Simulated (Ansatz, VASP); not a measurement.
**Two plane-wave programs on NaF**

Contents of INCAR:

```
ALGO = Normal ; EDIFF = 1E-6
ENCUT = 520 ; ISIF = 2
ISMEAR = 0 ; LASPH = T
LCHARG = T ; LELF = T
LREAL = F ; LVHAR = T
LWAVE = F ; NBANDS = 14
NELM = 60 ; PREC = Accurate
SIGMA = 0.05
```

File KPOINTS:

```
k-points
0
Gamma
  8 8 8
```

The input POSCAR:

```
NaF
1.0
    0.0000000000      2.2071350000      2.4394650000
    2.2071350000      0.0000000000      2.4394650000
    2.2071350000      2.2071350000      0.0000000000
Na F
1 1
Direct
    0.0000000000      0.0000000000      0.0000000000
    0.5000000000      0.5000000000      0.5000000000
```

Input for Ansatz:

```yaml
crystal:
  lattice:
    - [0.0, 2.207135, 2.439465]
    - [2.207135, 0.0, 2.439465]
    - [2.207135, 2.207135, 0.0]
  atoms:
    - { symbol: Na, position: [0.0, 0.0, 0.0] }
    - { symbol: F, position: [0.5, 0.5, 0.5] }
basis:
  ecutwfc: 420
kpoints:
  mp_grid: { grid: [8, 8, 8] }
hamiltonian:
  xc: lda
scf:
  occupations: { method: gaussian, width: 0.05 }
output:
  forces: true
  stress: true
  eigenvalues: true
```

Change from the starting cell: strain -0.050 along x and y, +0.050 along z, atoms carried along.

Alike in both runs: task single point; functional LDA; k mesh 8 × 8 × 8; occupations gaussian, width 0.05 eV; no spin polarisation.

```csv
,VASP,Ansatz
version,VASP 6.6.1,Ansatz 0.2.0
potentials or method,"VASP PAW LDA potentials, release 64 (Na_pv, F), cutoff 520 eV","scalar-relativistic, plane waves, PAW"
valence electrons in the cell,14,16
```

```csv
,VASP,Ansatz,Ansatz less VASP
gap on the k mesh at the Fermi level (eV),6.17,6.20,+0.024
least direct gap on the mesh (eV),6.17,6.20,+0.024
pressure (GPa),-1.0,-1.0,+0.04
"traceless stress, the component that is largest in VASP (GPa)",-5.09,-4.92,+0.171
```

LDA's correlation is that of Perdew and Zunger in VASP and of Perdew and Wang (1992) in Ansatz. VASP's potentials hold 14 valence electrons a cell and Ansatz's 16, so a difference there can come from the potentials and not from the codes.
